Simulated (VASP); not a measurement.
# SiNi2 (P6_3/mmc) in VASP: further runs

Runs on SiNi2. Level: PBE. Tasks: relaxation of shape and atoms at fixed volume, relaxation of cell and atoms.

Program: VASP 6.6.1. These are calculated values, not measurements. Logs are shortened: lines on timing, memory, paths and dates and some standing lists are left out, and cuts for length are marked.

## (1) The cell of the first run

It takes space group P6_3/mmc (No. 194, hexagonal). Conventional cell: a = 3.872 Å, b = 3.872 Å, c = 4.941 Å, α = 90.00°, β = 90.00°, γ = 120.00°. Si (site symmetry -6m2) has 11 Ni at 2.24 to 2.55 Å within 3.0 Å. Ni (site symmetry -3m) has 8 Ni at 2.47 to 2.55 Å and 6 Si at 2.55 Å within 3.3 Å. Ni (site symmetry -6m2) has 5 Si at 2.24 to 2.47 Å and 6 Ni at 2.55 Å within 3.0 Å.

## (2) Relaxation of shape and atoms at fixed volume, PBE (10.69 Å³/atom)

Input file INCAR:

```
PREC = Accurate
ENCUT = 600
EDIFF = 1E-7
ISMEAR = 0
SIGMA = 0.1
LREAL = F
LASPH = T
NELM = 120
ALGO = Normal
ISIF = 4
LWAVE = F
LCHARG = F
GGA = PE
IBRION = 2
NSW = 50
EDIFFG = -0.01
GGA_COMPAT = F
NELMIN = 4
```

Input file KPOINTS:

```
Automatic mesh
0
Gamma
  12 12 8
```

Input file POSCAR:

```
SiNi2
1.0
    3.8724090355      0.0000000000      0.0000000000
   -1.9362045178      3.3536045986      0.0000000000
    0.0000000000      0.0000000000      4.9410306173
Si Ni
2 4
Direct
    0.3333333333      0.6666666667      0.7500000000
    0.6666666667      0.3333333333      0.2500000000
    0.0000000000      0.0000000000      0.0000000000
    0.0000000000      0.0000000000      0.5000000000
    0.3333333333      0.6666666667      0.2500000000
    0.6666666667      0.3333333333      0.7500000000
```

Potentials or basis: VASP PAW PBE potentials, release 64 (Si, Ni).

Started as:

```console
$ cat potpaw_PBE.64/Si/POTCAR potpaw_PBE.64/Ni/POTCAR > POTCAR
$ mpirun -np 1 vasp_std > vasp.out
```

OUTCAR:

```text
PREC = Accurate
   ENCUT = 600
   EDIFF = 1E-7
   ISMEAR = 0
   LREAL = F
   LASPH = T
   NELM = 120
   ISIF = 4
   GGA = PE
   IBRION = 2
   NSW = 50
   EDIFFG = -0.01
   NELMIN = 4

 ion  position               nearest neighbor table
   1  0.333  0.667  0.750-   6 2.24   6 2.24   6 2.24   5 2.47   5 2.47   3 2.55   4 2.55   4 2.55
                             3 2.55   4 2.55   3 2.55
   2  0.667  0.333  0.250-   5 2.24   5 2.24   5 2.24   6 2.47   6 2.47   3 2.55   4 2.55   3 2.55
                             4 2.55   3 2.55   4 2.55
   3  0.000  0.000  0.000-   4 2.47   4 2.47   1 2.55   5 2.55   6 2.55   2 2.55   2 2.55   6 2.55
                             1 2.55   5 2.55   2 2.55   6 2.55   1 2.55   5 2.55
   4  0.000  0.000  0.500-   3 2.47   3 2.47   1 2.55   5 2.55   6 2.55   2 2.55   2 2.55   6 2.55
                             1 2.55   5 2.55   2 2.55   6 2.55   1 2.55   5 2.55
   5  0.333  0.667  0.250-   2 2.24   2 2.24   2 2.24   1 2.47   1 2.47   3 2.55   4 2.55   4 2.55
                             3 2.55   4 2.55   3 2.55
   6  0.667  0.333  0.750-   1 2.24   1 2.24   1 2.24   2 2.47   2 2.47   3 2.55   4 2.55   3 2.55
                             4 2.55   3 2.55   4 2.55

  LATTYP: Found a hexagonal cell.
 ALAT       =     3.8724090355
 C/A-ratio  =     1.2759578268

  Lattice vectors:

 A1 = (   3.8724090355,   0.0000000000,   0.0000000000)
 A2 = (  -1.9362045178,   3.3536045986,   0.0000000000)
 A3 = (   0.0000000000,   0.0000000000,   4.9410306173)

Analysis of symmetry for initial positions (statically):
=====================================================================
 Subroutine PRICEL returns:
 Original cell was already a primitive cell.

 Routine SETGRP: Setting up the symmetry group for a
 hexagonal supercell.

 Subroutine GETGRP returns: Found 24 space group operations
 (whereof 12 operations were pure point group operations)
 out of a pool of 24 trial point group operations.

The static configuration has the point symmetry D_3d.
 The point group associated with its full space group is D_6h.

Analysis of symmetry for dynamics (positions and initial velocities):
=====================================================================
 Subroutine PRICEL returns:
 Original cell was already a primitive cell.

 Routine SETGRP: Setting up the symmetry group for a
 hexagonal supercell.

 Subroutine GETGRP returns: Found 24 space group operations
 (whereof 12 operations were pure point group operations)
 out of a pool of 24 trial point group operations.

The dynamic configuration has the point symmetry D_3d.
 The point group associated with its full space group is D_6h.

 Subroutine INISYM returns: Found 24 space group operations
 (whereof 12 operations are pure point group operations),
 and found     1 'primitive' translations

----------------------------------------------------------------------------------------

                                     Primitive cell

  volume of cell :      64.1668

  direct lattice vectors                    reciprocal lattice vectors
     3.872409036  0.000000000  0.000000000     0.258237183  0.149093307  0.000000000
    -1.936204518  3.353604599  0.000000000     0.000000000  0.298186614  0.000000000
     0.000000000  0.000000000  4.941030617     0.000000000  0.000000000  0.202386926

  length of vectors
     3.872409036  3.872409036  4.941030617     0.298186614  0.298186614  0.202386926

  position of ions in fractional coordinates (direct lattice)
     0.333333333  0.666666667  0.750000000
     0.666666667  0.333333333  0.250000000
     0.000000000  0.000000000  0.000000000
     0.000000000  0.000000000  0.500000000
     0.333333333  0.666666667  0.250000000
     0.666666667  0.333333333  0.750000000

  ion indices of the primitive-cell ions
   primitive index   ion index
                 1           1
                 2           2
                 3           3
                 4           4
                 5           5
                 6           6

----------------------------------------------------------------------------------------

 KPOINTS: Automatic mesh

Automatic generation of k-mesh.
 Grid dimensions read from file:
 generate k-points for:   12   12    8

 Generating k-lattice:

  Cartesian coordinates                     Fractional coordinates (reciprocal lattice)
[... 43 lines left out ...]
   number of dos      NEDOS =    301   number of ions     NIONS =      6
   total plane-waves  NPLWV =  40960
   dimension x,y,z NGX =    32 NGY =   32 NGZ =   40
   dimension x,y,z NGXF=    64 NGYF=   64 NGZF=   80
   ions per type =               2   4
   NGX,Y,Z   is equivalent  to a cutoff of  13.74, 13.74, 13.46 a.u.
   NGXF,Y,Z  is equivalent  to a cutoff of  27.48, 27.48, 26.92 a.u.
 SYSTEM =  unknown system
   PREC   = accura    normal or accurate (medium, high low for compatibility)
   ISTART =      0    job   : 0-new  1-cont  2-samecut
   ICHARG =      2    charge: 1-file 2-atom 10-const
   ISPIN  =      1    spin polarized calculation?
   LNONCOLLINEAR =      F non collinear calculations
   LSORBIT =      F    spin-orbit coupling
   LASPH  =      T    aspherical Exc in radial PAW
   ENCUT  =  600.0 eV  44.10 Ry    6.64 a.u.   7.73  7.73  9.87*2*pi/ulx,y,z
   NELM   =    120;   NELMIN=  4; NELMDL= -5     # of ELM steps
   EDIFF  = 0.1E-06   stopping-criterion for ELM
   LREAL  =      F    real-space projection
   EDIFFG = -.1E-01   stopping-criterion for IOM
   NSW    =     50    number of steps for IOM
   IBRION =      2    ionic relax: 0-MD 1-quasi-New 2-CG
   NFREE  =      1    steps in history (QN), initial steepest desc. (CG)
   ISIF   =      4    stress and relaxation
   ISYM   =      2    0-nonsym 1-usesym 2-fastsym
   POTIM  = 0.5000    time-step for ionic-motion
   TEBEG  =    0.0;   TEEND  =   0.0 temperature during run
   PSTRESS=    0.0 pullay stress
   NELECT =      48.0000    total number of electrons
   NUPDOWN=      -1.0000    fix difference up-down
   EMIN   =  10.00;   EMAX   =-10.00  energy-range for DOS
   EFERMI =   0.00;   METHOD = LEGACY
   ISMEAR =     0;   SIGMA  =   0.10  broadening in eV -4-tet -1-fermi 0-gaus
   EFERMI_NEDOS =   21; number of points for ismear=-14 and -15
   IALGO  =     38    algorithm
   IMIX   =      4    mixing-type and parameters
     AMIX     =   0.40;   BMIX     =  1.00
     AMIX_MAG =   1.60;   BMIX_MAG =  1.00
  volume/ion in A,a.u.               =      10.69        72.17
  Fermi-wavevector in a.u.,A,eV,Ry     =   1.486113  2.808346 30.048882  2.208531
  Thomas-Fermi vector in A             =   2.599440
   LORBIT       =      0    0 simple, 1 ext, 2 COOP (PROOUT), +10 PAW based schemes
   GGA     = PE    functional components
   LHFCALC =     F    Hartree Fock is set to
   AEXX    =    0.0000 exact exchange contribution
   IVDW    =     0    specifies the selected vdW correction
   LEPSILON=     F    determine dielectric tensor
   LRPA    =     F    only Hartree local field effects (RPA)
 conjugate gradient relaxation of ions
 non-spin polarized calculation
 Gauss-broadening in eV      SIGMA  =   0.10
  energy-cutoff  :      600.00
  volume of cell :       64.17
 maximum number of plane-waves:      2197
 NGX is ok and might be reduce to    32
   NGX = 15   NGY = 15   NGZ = 19

--------------------------------------- Ionic step        1  -------------------------------------------

 number of electron      47.9999980 magnetization

 Free energy of the ion-electron system (eV)
  ---------------------------------------------------
  ext. energy  EPLUGINS =         0.00000000
  ---------------------------------------------------
  free energy    TOTEN  =       -35.72859787 eV

  energy without entropy =      -35.71114999  energy(sigma->0) =      -35.71987393

------------------------ aborting loop because EDIFF is reached ----------------------------------------

  FORCE on cell =-STRESS in cart. coord.  units (eV):
  Direction    XX          YY          ZZ          XY          YZ          ZX
  --------------------------------------------------------------------------------------
  -------------------------------------------------------------------------------------
  Total        2.8321684      2.8321684      2.3093617     -0.0000000      0.0000000      0.0000000
  in kB       70.7162178     70.7162178     57.6622935     -0.0000000      0.0000000      0.0000000
  external PRESSURE =      66.3649097 kB  Pullay stress =       0.0000000 kB

 VOLUME and BASIS-vectors are now :
 -----------------------------------------------------------------------------
  energy-cutoff  :      600.00
  volume of cell :       64.17
      direct lattice vectors                 reciprocal lattice vectors
     3.872409036  0.000000000  0.000000000     0.258237183  0.149093307  0.000000000
    -1.936204518  3.353604599  0.000000000     0.000000000  0.298186614  0.000000000
     0.000000000  0.000000000  4.941030617     0.000000000  0.000000000  0.202386926

 POSITION                                       TOTAL-FORCE (eV/Angst)
 -----------------------------------------------------------------------------------
     -0.00000      2.23574      3.70577        -0.000000      0.000000      0.000000
      1.93620      1.11787      1.23526         0.000000     -0.000000      0.000000
      0.00000      0.00000      0.00000         0.000000      0.000000      0.000000
      0.00000      0.00000      2.47052         0.000000      0.000000      0.000000
     -0.00000      2.23574      1.23526        -0.000000     -0.000000      0.000000
      1.93620      1.11787      3.70577         0.000000      0.000000      0.000000
 -----------------------------------------------------------------------------------
    total drift:                                0.000000     -0.000000      0.000000

  FREE ENERGIE OF THE ION-ELECTRON SYSTEM (eV)
  ---------------------------------------------------
  free  energy   TOTEN  =       -35.7285978739 eV

  energy  without entropy=      -35.7111499913  energy(sigma->0) =      -35.71987393

--------------------------------------- Ionic step        2  -------------------------------------------

 number of electron      47.9999984 magnetization

 Free energy of the ion-electron system (eV)
  ---------------------------------------------------
  ext. energy  EPLUGINS =         0.00000000
  ---------------------------------------------------
  free energy    TOTEN  =       -35.72944852 eV

  energy without entropy =      -35.71202330  energy(sigma->0) =      -35.72073591

 E-fermi :  11.4347     XC(G=0): -13.0493

 val. band max:       11.4312448468   @ k =   0.3333   0.3333   0.2500
 cond. band min:      11.4381773050   @ k =   0.3333   0.0000   0.2500
 fundamental gap:      0.0069324582
 Fermi energy:        11.4346879519

 k-point     1 :       0.0000    0.0000    0.0000
  band No.  band energies     occupation
      1      -1.3058      2.00000
      2       3.1678      2.00000
      3       4.9019      2.00000
      4       6.2755      2.00000
      5       6.2755      2.00000
      6       7.4419      2.00000
[... 733 lines left out ...]
     27      14.1176      0.00000
     28      14.6652      0.00000

 [... further k-points ...]

------------------------ aborting loop because EDIFF is reached ----------------------------------------

  FORCE on cell =-STRESS in cart. coord.  units (eV):
  Direction    XX          YY          ZZ          XY          YZ          ZX
  --------------------------------------------------------------------------------------
  -------------------------------------------------------------------------------------
  Total        2.6258714      2.6258714      2.5716436     -0.0000000      0.0000000      0.0000000
  in kB       65.5652038     65.5652038     64.2111927     -0.0000000      0.0000000      0.0000000
  external PRESSURE =      65.1138668 kB  Pullay stress =       0.0000000 kB

 VOLUME and BASIS-vectors are now :
 -----------------------------------------------------------------------------
  energy-cutoff  :      600.00
  volume of cell :       64.17
      direct lattice vectors                 reciprocal lattice vectors
     3.877842672 -0.000000000  0.000000000     0.257875341  0.148884397  0.000000000
    -1.938921336  3.358310266  0.000000000     0.000000000  0.297768795  0.000000000
    -0.000000000  0.000000000  4.927193566    -0.000000000 -0.000000000  0.202955290

 POSITION                                       TOTAL-FORCE (eV/Angst)
 -----------------------------------------------------------------------------------
     -0.00000      2.23887      3.69540         0.000000     -0.000000      0.000000
      1.93892      1.11944      1.23180        -0.000000      0.000000     -0.000000
      0.00000      0.00000      0.00000        -0.000000      0.000000     -0.000000
     -0.00000      0.00000      2.46360        -0.000000      0.000000     -0.000000
     -0.00000      2.23887      1.23180         0.000000      0.000000     -0.000000
      1.93892      1.11944      3.69540        -0.000000     -0.000000      0.000000
 -----------------------------------------------------------------------------------
    total drift:                                0.000000     -0.000000      0.000000

  FREE ENERGIE OF THE ION-ELECTRON SYSTEM (eV)
  ---------------------------------------------------
  free  energy   TOTEN  =       -35.7294485162 eV

  energy  without entropy=      -35.7120232989  energy(sigma->0) =      -35.72073591

 reached required accuracy - stopping structural energy minimisation
```

It took 9.1 min on 1 thread of Intel Xeon 8259CL, shared host; peak memory 0.32 GiB.

What came out:

* Free energy: -35.7294 eV
* Energy gained by relaxing: 0.1 meV/atom
* Ionic steps: 2
* Pressure after relaxing: 6.5 GPa
* Band gap on the k mesh: zero (bands 24 and 25 overlap by 3.33 eV)

Stress tensor (GPa, compression positive):
```
6.56 0.00 0.00
0.00 6.56 0.00
0.00 0.00 6.42
```

Step by step:
```csv
step,energy change (eV),largest force (eV/Å),pressure (GPa),volume (Å³)
1,0.0000,0.0000,6.64,64.17
2,-0.0009,0.0000,6.51,64.17
```

Final structure:
```xyz
6
Lattice="3.8778 0.0000 0.0000 -1.9389 3.3583 0.0000 0.0000 0.0000 4.9272" Properties=species:S:1:pos:R:3 pbc="T T T"
Si    0.0000    2.2389    3.6954
Si    1.9389    1.1194    1.2318
Ni    0.0000    0.0000    0.0000
Ni    0.0000    0.0000    2.4636
Ni    0.0000    2.2389    1.2318
Ni    1.9389    1.1194    3.6954
```

(Part 1 of 2 ends here.)
